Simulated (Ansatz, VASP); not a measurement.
**One calculation of PbS, two programs**

The input INCAR:

```
SYSTEM = PbS
  ALGO = Normal
  EDIFF = 1E-7
  EDIFFG = -0.01
  ENCUT = 600
  GGA = PS
  IBRION = 2
  ISIF = 3
  ISMEAR = -1
  IVDW = 12
  LASPH = .True.
  LCHARG = .False.
  LREAL = .False.
  LWAVE = .False.
  NELM = 60
  NSW = 60
  PREC = Accurate
  SIGMA = 0.05
```

Contents of KPOINTS:

```
k-points
0
Gamma
  8 8 8
  0 0 0
```

File POSCAR:

```
PbS
1.0
    0.0000000000      2.9657500000      2.9657500000
    2.9657500000      0.0000000000      2.9657500000
    2.9657500000      2.9657500000      0.0000000000
Pb S
1 1
Direct
    0.0000000000      0.0000000000      0.0000000000
    0.5000000000      0.5000000000      0.5000000000
```

input.yaml

```yaml
crystal:
  lattice:
    - [0.0, 2.96575, 2.96575]
    - [2.96575, 0.0, 2.96575]
    - [2.96575, 2.96575, 0.0]
  atoms:
    - { symbol: Pb, position: [0.0, 0.0, 0.0] }
    - { symbol: S, position: [0.5, 0.5, 0.5] }
hamiltonian:
  xc: pbesol
  pseudopotentials: { kind: paw }
  dispersion: d3bj
kpoints:
  mp_grid: { grid: [8, 8, 8] }
scf:
  occupations: { method: fermi_dirac, width: 0.05 }
output:
  forces: true
  stress: true
relax:
  f_tol: 0.01
  max_steps: 40
  cell: { stress_tol: 0.05 }
```

Alike in both runs: task relaxation of cell and atoms; functional PBEsol; dispersion D3(BJ); k mesh 8 × 8 × 8; occupations fermi-dirac, width 0.05 eV; no spin polarisation.

|  | VASP | Ansatz |
| --- | --- | --- |
| version | VASP 6.6.1 | Ansatz 0.2.0 |
| potentials or method | VASP PAW PBE potentials, release 64 (Pb_d, S) | Ansatz PAW |
| plane-wave cutoff (eV) | 600 | 420 |
| valence electrons in the cell | 20 | 20 |

Ansatz gave:

```
relaxed volume (Å³/atom)                                     : 24.78
relaxed cell length with the largest relative difference (Å) : 4.123
```

Problem. Which values does VASP return?

Solution. Relaxed volume (Å³/atom): 24.79; relaxed cell length with the largest relative difference (Å): 4.123.

VASP's potentials were made for PBE, not for PBEsol.

Neither program's run includes spin-orbit coupling. Noted on Ansatz's run: the plane-wave basis is chosen anew once the cell has moved, so the energies of steps on either side of that aren't comparable.
